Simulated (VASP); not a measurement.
# NaF (I4/mmm) in VASP: a series of runs

NaF is run at these levels: PBE; tasks: single point.

Everything below comes from runs of VASP 6.6.1. Logs are shortened: lines on timing, memory, paths and dates and some standing lists are left out, and cuts for length are marked.

## (1) The cell of the first run

Symmetry: I4/mmm, No. 139, tetragonal system. The conventional cell has a = 3.121 Å, b = 3.121 Å, c = 4.879 Å, α = 90.00°, β = 90.00°, γ = 90.00°. Na (site symmetry 4/mmm) has 6 F at 2.21 to 2.44 Å within 2.9 Å. F (site symmetry 4/mmm) has 6 Na at 2.21 to 2.44 Å within 2.9 Å.

## (2) Single point, PBE (strain -0.050 along x and y, +0.050 along z)

File INCAR:

```
SYSTEM = NaF
  PREC = Accurate
  ENCUT = 520
  EDIFF = 1E-6
  ISMEAR = 0
  SIGMA = 0.05
  LREAL = .FALSE.
  LASPH = .TRUE.
  NELM = 60
  ALGO = Normal
  ISIF = 2
  LWAVE = .FALSE.
  LCHARG = .FALSE.
  GGA = PE
  NBANDS = 14
```

File KPOINTS:

```
Automatic mesh
0
G
  8 8 8
  0 0 0
```

File POSCAR:

```
NaF
1.0
    0.0000000000      2.2071350000      2.4394650000
    2.2071350000      0.0000000000      2.4394650000
    2.2071350000      2.2071350000      0.0000000000
Na F
1 1
Direct
    0.0000000000      0.0000000000      0.0000000000
    0.5000000000      0.5000000000      0.5000000000
```

Potentials or basis: VASP PAW PBE potentials, release 64 (Na_pv, F).

On the command line:

```
$ cat potpaw_PBE.64/Na_pv/POTCAR potpaw_PBE.64/F/POTCAR > POTCAR
$ mpirun -np 1 vasp_std > vasp.out
```

OUTCAR:

```text
SYSTEM = NaF
   PREC = Accurate
   ENCUT = 520
   EDIFF = 1E-6
   ISMEAR = 0
   LREAL = .FALSE.
   LASPH = .TRUE.
   NELM = 60
   ISIF = 2
   GGA = PE

 ion  position               nearest neighbor table
   1  0.000  0.000  0.000-   2 2.21   2 2.21   2 2.21   2 2.21
   2  0.500  0.500  0.500-   1 2.21   1 2.21   1 2.21   1 2.21

  LATTYP: Found a body centered tetragonal cell.
 ALAT       =     3.1213602510
 C/A-ratio  =     1.5630781479

  Lattice vectors:

 A1 = (  -2.2071350000,   0.0000000000,   2.4394650000)
 A2 = (   2.2071350000,   0.0000000000,   2.4394650000)
 A3 = (   0.0000000000,   2.2071350000,  -2.4394650000)

Analysis of symmetry for initial positions (statically):
=====================================================================
 Subroutine PRICEL returns:
 Original cell was already a primitive cell.

 Routine SETGRP: Setting up the symmetry group for a
 body centered tetragonal supercell.

 Subroutine GETGRP returns: Found 16 space group operations
 (whereof 16 operations were pure point group operations)
 out of a pool of 16 trial point group operations.

The static configuration has the point symmetry D_4h.

Analysis of symmetry for dynamics (positions and initial velocities):
=====================================================================
 Subroutine PRICEL returns:
 Original cell was already a primitive cell.

 Routine SETGRP: Setting up the symmetry group for a
 body centered tetragonal supercell.

 Subroutine GETGRP returns: Found 16 space group operations
 (whereof 16 operations were pure point group operations)
 out of a pool of 16 trial point group operations.

The dynamic configuration has the point symmetry D_4h.

 Subroutine INISYM returns: Found 16 space group operations
 (whereof 16 operations are pure point group operations),
 and found     1 'primitive' translations

----------------------------------------------------------------------------------------

                                     Primitive cell

  volume of cell :      23.7674

  direct lattice vectors                    reciprocal lattice vectors
     0.000000000  2.207135000  2.439465000    -0.226538023  0.226538023  0.204962973
     2.207135000  0.000000000  2.439465000     0.226538023 -0.226538023  0.204962973
     2.207135000  2.207135000  0.000000000     0.226538023  0.226538023 -0.204962973

  length of vectors
     3.289746859  3.289746859  3.121360251     0.380327191  0.380327191  0.380327191

  position of ions in fractional coordinates (direct lattice)
     0.000000000  0.000000000  0.000000000
     0.500000000  0.500000000  0.500000000

  ion indices of the primitive-cell ions
   primitive index   ion index
                 1           1
                 2           2

----------------------------------------------------------------------------------------

 KPOINTS: Automatic mesh

Automatic generation of k-mesh.
 Grid dimensions read from file:
 generate k-points for:    8    8    8

 Generating k-lattice:

  Cartesian coordinates                     Fractional coordinates (reciprocal lattice)
    -0.028317253  0.028317253  0.025620372     0.125000000  0.000000000  0.000000000
     0.028317253 -0.028317253  0.025620372     0.000000000  0.125000000  0.000000000
     0.028317253  0.028317253 -0.025620372     0.000000000  0.000000000  0.125000000

  Length of vectors
     0.047540899  0.047540899  0.047540899

  Shift w.r.t. Gamma in fractional coordinates (k-lattice)
     0.000000000  0.000000000  0.000000000

 Subroutine IBZKPT returns following result:
 ===========================================

 Found     59 irreducible k-points:

 Following reciprocal coordinates:
            Coordinates               Weight
  0.000000  0.000000  0.000000      1.000000
  0.125000  0.000000  0.000000      8.000000
  0.250000  0.000000  0.000000      8.000000
  0.375000  0.000000  0.000000      8.000000
  0.500000  0.000000  0.000000      4.000000
  0.125000  0.125000  0.000000      2.000000
[... 16 lines left out ...]
  0.250000  0.000000  0.125000     16.000000
  0.375000 -0.000000  0.125000     16.000000
 [... further k-points ...]
   k-points           NKPTS =     59   k-points in BZ     NKDIM =     59   number of bands    NBANDS=     14
   number of dos      NEDOS =    301   number of ions     NIONS =      2
   total plane-waves  NPLWV =  13824
   dimension x,y,z NGX =    24 NGY =   24 NGZ =   24
   dimension x,y,z NGXF=    48 NGYF=   48 NGZF=   48
   ions per type =               1   1
   NGX,Y,Z   is equivalent  to a cutoff of  12.13, 12.13, 12.78 a.u.
   NGXF,Y,Z  is equivalent  to a cutoff of  24.26, 24.26, 25.57 a.u.
 SYSTEM =  NaF
   PREC   = accura    normal or accurate (medium, high low for compatibility)
   ISTART =      0    job   : 0-new  1-cont  2-samecut
   ICHARG =      2    charge: 1-file 2-atom 10-const
   ISPIN  =      1    spin polarized calculation?
   LNONCOLLINEAR =      F non collinear calculations
[... 64 lines left out ...]
      4     -20.6469      2.00000
      5      -1.8980      2.00000
      6      -1.8727      2.00000
      7      -1.8727      2.00000
      8       4.6484      0.00000
      9      17.0245      0.00000
     10      17.7685      0.00000
     11      17.7685      0.00000
     12      20.4941      0.00000
     13      21.2792      0.00000
     14      24.1418      0.00000

 k-point     2 :       0.1250    0.0000    0.0000
  band No.  band energies     occupation
      1     -21.3191      2.00000
      2     -20.6862      2.00000
      3     -20.6465      2.00000
      4     -20.4530      2.00000
      5      -2.1937      2.00000
      6      -1.9399      2.00000
      7      -1.9095      2.00000
      8       5.2104      0.00000
      9      15.7381      0.00000
     10      17.4558      0.00000
     11      18.0640      0.00000
     12      20.8279      0.00000
     13      22.4695      0.00000
     14      23.4563      0.00000

 k-point     3 :       0.2500    0.0000    0.0000
  band No.  band energies     occupation
      1     -21.5603      2.00000
      2     -20.6961      2.00000
      3     -20.6456      2.00000
      4     -20.1521      2.00000
      5      -2.8332      2.00000
      6      -2.0569      2.00000
      7      -1.9974      2.00000
      8       6.5604      0.00000
      9      13.6114      0.00000
     10      17.8371      0.00000
     11      18.8136      0.00000
     12      20.4184      0.00000
     13      22.5752      0.00000
     14      23.2529      0.00000

 k-point     4 :       0.3750    0.0000    0.0000
  band No.  band energies     occupation
      1     -21.7252      2.00000
      2     -20.7063      2.00000
      3     -20.6447      2.00000
      4     -19.9260      2.00000
      5      -3.3707      2.00000
      6      -2.1708      2.00000
      7      -2.0841      2.00000
      8       8.1476      0.00000
      9      11.9247      0.00000
     10      17.9558      0.00000
     11      19.5417      0.00000
     12      20.6257      0.00000
     13      22.2646      0.00000
     14      22.8875      0.00000

 k-point     5 :       0.5000    0.0000    0.0000
  band No.  band energies     occupation
      1     -21.7826      2.00000
      2     -20.7105      2.00000
      3     -20.6443      2.00000
      4     -19.8427      2.00000
      5      -3.5735      2.00000
      6      -2.2171      2.00000
      7      -2.1197      2.00000
      8       9.1734      0.00000
      9      10.9521      0.00000
     10      17.9271      0.00000
     11      19.7754      0.00000
[... 276 lines left out ...]
 k-point    22 :       0.1250    0.0000    0.1250
  band No.  band energies     occupation
      1     -21.3780      2.00000
      2     -20.6930      2.00000
      3     -20.6607      2.00000
      4     -20.3635      2.00000
      5      -2.2594      2.00000
      6      -1.9658      2.00000
      7      -1.9615      2.00000
      8       5.4102      0.00000
      9      15.5223      0.00000
     10      17.3149      0.00000
     11      17.6921      0.00000
     12      21.0970      0.00000
     13      22.9546      0.00000
     14      23.7010      0.00000

 k-point    23 :       0.2500    0.0000    0.1250
  band No.  band energies     occupation
      1     -21.5292      2.00000
      2     -20.7006      2.00000
      3     -20.6649      2.00000
      4     -20.1672      2.00000
      5      -2.7258      2.00000
      6      -2.0608      2.00000
      7      -2.0518      2.00000
      8       6.4964      0.00000
      9      13.8348      0.00000
     10      17.6797      0.00000
     11      18.0212      0.00000
     12      20.2193      0.00000
     13      22.5465      0.00000
     14      25.0082      0.00000

 k-point    24 :       0.3750   -0.0000    0.1250
  band No.  band energies     occupation
      1     -21.6562      2.00000
      2     -20.7100      2.00000
      3     -20.6627      2.00000
      4     -19.9952      2.00000
      5      -3.2074      2.00000
      6      -2.1799      2.00000
      7      -2.1564      2.00000
      8       8.0293      0.00000
      9      12.2684      0.00000
     10      17.7519      0.00000
     11      18.3849      0.00000
     12      19.8941      0.00000
     13      22.2621      0.00000
     14      25.0399      0.00000

 [... further k-points ...]
[... 5 lines left out ...]
  --------------------------------------------------------------------------------------
  -------------------------------------------------------------------------------------
  Total        1.4111645      1.4111645     -0.0602054      0.0000000      0.0000000      0.0000000
  in kB       95.1274500     95.1274500     -4.0584808      0.0000000      0.0000000      0.0000000
  external PRESSURE =      62.0654730 kB  Pullay stress =       0.0000000 kB

 VOLUME and BASIS-vectors are now :
 -----------------------------------------------------------------------------
  energy-cutoff  :      520.00
  volume of cell :       23.77
      direct lattice vectors                 reciprocal lattice vectors
     0.000000000  2.207135000  2.439465000    -0.226538023  0.226538023  0.204962973
     2.207135000  0.000000000  2.439465000     0.226538023 -0.226538023  0.204962973
     2.207135000  2.207135000  0.000000000     0.226538023  0.226538023 -0.204962973

 POSITION                                       TOTAL-FORCE (eV/Angst)
 -----------------------------------------------------------------------------------
      0.00000      0.00000      0.00000         0.000000      0.000000      0.000000
      2.20714      2.20714      2.43947        -0.000000      0.000000      0.000000
 -----------------------------------------------------------------------------------
    total drift:                                0.000000     -0.000000      0.000000

  FREE ENERGIE OF THE ION-ELECTRON SYSTEM (eV)
  ---------------------------------------------------
  free  energy   TOTEN  =        -8.4855054886 eV

  energy  without entropy=       -8.4855054886  energy(sigma->0) =       -8.48550549
```

Wall time 8.3 s (1 thread of Intel Xeon Platinum 8259CL at 2.50GHz (Skylake/Cascade Lake), shared host); peak memory 0.14 GiB.

Results:

```
Free energy            : -8.4855 eV
Pressure               : 6.2 GPa
Band gap on the k mesh : 6.52 eV, direct
```

Stress tensor (GPa, compression positive):
```
 9.51  0.00  0.00
 0.00  9.51  0.00
 0.00  0.00 -0.41
```

Caveat: the cell differs from its parent crystal (strain -0.050 along x and y, +0.050 along z).

## (3) Single point, PBE (strain +0.000 along x and y, -0.050 along z)

File INCAR:

```
PREC = Accurate
ENCUT = 520
EDIFF = 1E-7
ISMEAR = 0
SIGMA = 0.05
LREAL = False
LASPH = True
NELM = 80
ALGO = Normal
ISIF = 2
LWAVE = False
LCHARG = False
GGA = PE
NBANDS = 14
```

File KPOINTS:

```
regular mesh
0
Gamma
  8 8 8
```

File POSCAR:

```
NaF
1.0
    0.0000000000      2.3233000000      2.2071350000
    2.3233000000      0.0000000000      2.2071350000
    2.3233000000      2.3233000000      0.0000000000
Na F
1 1
Direct
    0.0000000000      0.0000000000      0.0000000000
    0.5000000000      0.5000000000      0.5000000000
```

Potentials or basis: VASP PAW PBE potentials, release 64 (Na_pv, F).

On the command line:

```
$ cat potpaw_PBE.64/Na_pv/POTCAR potpaw_PBE.64/F/POTCAR > POTCAR
$ mpirun -np 1 vasp_std > vasp.out
```

Wall time 9.5 s (1 thread of Intel Xeon Platinum 8259CL at 2.50GHz (Skylake/Cascade Lake), shared host); peak memory 0.14 GiB.

It converged, with:

```yaml
Free_energy: -8.5228 eV
Pressure: 5.0 GPa
Band_gap_on_the_k_mesh: 6.53 eV, direct
```

Stress tensor (GPa, compression positive):
```
2.93 0.00 0.00
0.00 2.93 0.00
0.00 0.00 9.23
```

Levels at points of the mesh, in eV from the valence-band top:
```tsv
k point	band 4	band 5	band 6	band 7	band 8	band 9	band 10	band 11
(0.00, 0.00, 0.00)	-18.80	0.00	0.00	0.00	6.53	19.19	19.19	19.55
(0.50, 0.00, 0.00)	-18.03	-1.69	-0.30	-0.26	11.05	12.83	20.10	21.12
(0.50, 0.50, 0.00)	-18.89	-1.27	-0.49	-0.49	13.12	14.00	14.18	19.93
(0.50, 0.00, 0.50)	-18.87	-1.37	-0.43	-0.36	13.28	13.64	13.97	20.30
```

Caveat: the cell differs from its parent crystal (strain +0.000 along x and y, -0.050 along z).

## (4) Single point, PBE (strain +0.025 along x and y, -0.050 along z)

File INCAR:

```
SYSTEM = NaF
ALGO = Normal
EDIFF = 1E-6
ENCUT = 520
GGA = PE
ISIF = 2
ISMEAR = 0
LASPH = .True.
LCHARG = .False.
LREAL = .False.
LWAVE = .False.
NBANDS = 14
NELM = 80
PREC = Accurate
SIGMA = 0.05
```

File KPOINTS:

```
k-points
0
Gamma
  8 8 8
  0 0 0
```

File POSCAR:

```
NaF
1.0
    0.0000000000      2.3813825000      2.2071350000
    2.3813825000      0.0000000000      2.2071350000
    2.3813825000      2.3813825000      0.0000000000
Na F
1 1
Direct
    0.0000000000      0.0000000000      0.0000000000
    0.5000000000      0.5000000000      0.5000000000
```

On the command line:

```
$ cat potpaw_PBE.64/Na_pv/POTCAR potpaw_PBE.64/F/POTCAR > POTCAR
$ mpirun -np 1 vasp_std > vasp.out
```

Wall time 8.7 s (1 thread of Intel Xeon 6975P-C (Granite Rapids), shared host); peak memory 0.14 GiB.

It converged, with:

| Quantity | Value |
| --- | --- |
| Free energy | -8.5348 eV |
| Pressure | 2.5 GPa |
| Band gap on the k mesh | 6.25 eV, direct |

Stress tensor (GPa, compression positive):
```
-0.11  0.00  0.00
 0.00 -0.11  0.00
 0.00  0.00  7.58
```

Levels at points of the mesh, in eV from the valence-band top:
```tsv
k point	band 4	band 5	band 6	band 7	band 8	band 9	band 10	band 11
(0.00, 0.00, 0.00)	-18.93	-0.01	0.00	0.00	6.25	18.81	18.81	19.33
(0.50, 0.00, 0.00)	-18.13	-1.58	-0.29	-0.23	10.74	12.40	19.37	20.83
(0.50, 0.50, 0.00)	-18.90	-1.17	-0.49	-0.49	12.81	13.79	13.81	19.09
(0.50, 0.00, 0.50)	-18.94	-1.31	-0.41	-0.31	12.76	13.44	13.58	19.67
```

Caveat: the cell differs from its parent crystal (strain +0.025 along x and y, -0.050 along z).

## (5) Single point, PBE (strain +0.025 along x and y, -0.025 along z)

File INCAR:

```
SYSTEM = NaF
  PREC = Accurate
  ENCUT = 520
  EDIFF = 1E-6
  ISMEAR = 0
  SIGMA = 0.05
  LREAL = .FALSE.
  LASPH = .TRUE.
  NELM = 60
  ALGO = Normal
  ISIF = 2
  LWAVE = .FALSE.
  LCHARG = .FALSE.
  GGA = PE
  NBANDS = 14
```

File KPOINTS:

```
Automatic mesh
0
G
  8 8 8
  0 0 0
```

File POSCAR:

```
NaF
1.0
    0.0000000000      2.3813825000      2.2652175000
    2.3813825000      0.0000000000      2.2652175000
    2.3813825000      2.3813825000      0.0000000000
Na F
1 1
Direct
    0.0000000000      0.0000000000      0.0000000000
    0.5000000000      0.5000000000      0.5000000000
```

On the command line:

```
$ cat potpaw_PBE.64/Na_pv/POTCAR potpaw_PBE.64/F/POTCAR > POTCAR
$ mpirun -np 1 vasp_std > vasp.out
```

Wall time 8 s (1 thread of Intel Xeon 6975P-C (Granite Rapids), shared host); peak memory 0.14 GiB.

It converged, with:

```yaml
Free_energy: -8.5581 eV
Pressure: 0.7 GPa
Band_gap_on_the_k_mesh: 6.12 eV, direct
```

Stress tensor (GPa, compression positive):
```
-0.73  0.00  0.00
 0.00 -0.73  0.00
 0.00  0.00  3.42
```

Levels at points of the mesh, in eV from the valence-band top:
| k point | band 5 | band 6 | band 7 | band 8 | band 9 | band 10 |
| --- | --- | --- | --- | --- | --- | --- |
| (0.00, 0.00, 0.00) | -0.01 | 0.00 | 0.00 | 6.12 | 18.65 | 18.65 |
| (0.50, 0.00, 0.00) | -1.52 | -0.26 | -0.23 | 10.58 | 12.19 | 19.31 |
| (0.50, 0.50, 0.00) | -1.17 | -0.44 | -0.44 | 12.88 | 13.34 | 13.44 |
| (0.50, 0.00, 0.50) | -1.25 | -0.40 | -0.33 | 12.66 | 13.22 | 13.37 |

Caveat: the cell differs from its parent crystal (strain +0.025 along x and y, -0.025 along z).

## (6) Single point, PBE (strain +0.050 along x and y, -0.050 along z)

File INCAR:

```
SYSTEM = NaF
PREC = Accurate ; ENCUT = 520
EDIFF = 1E-6 ; ISMEAR = 0
SIGMA = 0.05 ; LREAL = .False.
LASPH = .True. ; NELM = 60
ALGO = Normal ; ISIF = 2
LWAVE = .False. ; LCHARG = .True.
GGA = PE ; LELF = .True.
LVHAR = .True. ; NBANDS = 14
```

File KPOINTS:

```
Automatic mesh
0
Gamma
  8 8 8
  0 0 0
```

File POSCAR:

```
NaF
1.0
    0.0000000000      2.4394650000      2.2071350000
    2.4394650000      0.0000000000      2.2071350000
    2.4394650000      2.4394650000      0.0000000000
Na F
1 1
Direct
    0.0000000000      0.0000000000      0.0000000000
    0.5000000000      0.5000000000      0.5000000000
```

Potentials or basis: VASP PAW PBE potentials, release 64 (Na_pv, F).

On the command line:

```
$ cat potpaw_PBE.64/Na_pv/POTCAR potpaw_PBE.64/F/POTCAR > POTCAR
$ mpirun -np 1 vasp_std > vasp.out
```

Wall time 8.1 s (1 thread of Intel Xeon 6975P-C (Granite Rapids), shared host); peak memory 0.14 GiB.

It converged, with:

```yaml
Free_energy: -8.5273 eV
Pressure: 0.5 GPa
Band_gap_on_the_k_mesh: 6.00 eV, direct
```

Stress tensor (GPa, compression positive):
```
-2.25  0.00  0.00
 0.00 -2.25  0.00
 0.00  0.00  6.10
```

Levels at points of the mesh, in eV from the valence-band top:
```csv
k point,band 3,band 4,band 5,band 6,band 7,band 8,band 9,band 10,band 11,band 12
"(0.00, 0.00, 0.00)",-19.09,-19.06,-0.02,0.00,0.00,6.00,18.46,18.46,19.12,21.44
"(0.50, 0.00, 0.00)",-19.09,-18.22,-1.48,-0.27,-0.21,10.44,11.99,18.67,20.55,21.62
"(0.50, 0.50, 0.00)",-19.15,-18.86,-1.08,-0.48,-0.48,12.51,13.44,13.63,18.31,18.31
"(0.50, 0.00, 0.50)",-19.11,-18.90,-1.24,-0.40,-0.26,12.27,12.93,13.51,19.08,19.98
```

Caveat: the cell differs from its parent crystal (strain +0.050 along x and y, -0.050 along z).

## (7) Summary

| cell | gap on the mesh (eV) | pressure (GPa) |
| --- | --- | --- |
| a = 3.290, b = 3.290, c = 3.121 Å, angles 61.7, 61.7, 56.6°, 2 atoms | 6.52 | 6.2 |
| a = 3.205, b = 3.205, c = 3.286 Å, angles 59.2, 59.2, 61.7°, 2 atoms | 6.53 | 5.0 |
| a = 3.247, b = 3.247, c = 3.368 Å, angles 58.8, 58.8, 62.5°, 2 atoms | 6.25 | 2.5 |
| a = 3.287, b = 3.287, c = 3.368 Å, angles 59.2, 59.2, 61.6°, 2 atoms | 6.12 | 0.7 |
| a = 3.290, b = 3.290, c = 3.450 Å, angles 58.4, 58.4, 63.2°, 2 atoms | 6.00 | 0.5 |

Alike in all rows: task single point; level PBE; potentials or basis VASP PAW PBE potentials, release 64 (Na_pv, F); no spin polarisation; k mesh 8 × 8 × 8; cutoff (eV) 520; smearing gaussian 0.05 eV.

Total energies depend on the potentials used, so only differences within one code and one set of settings carry meaning.
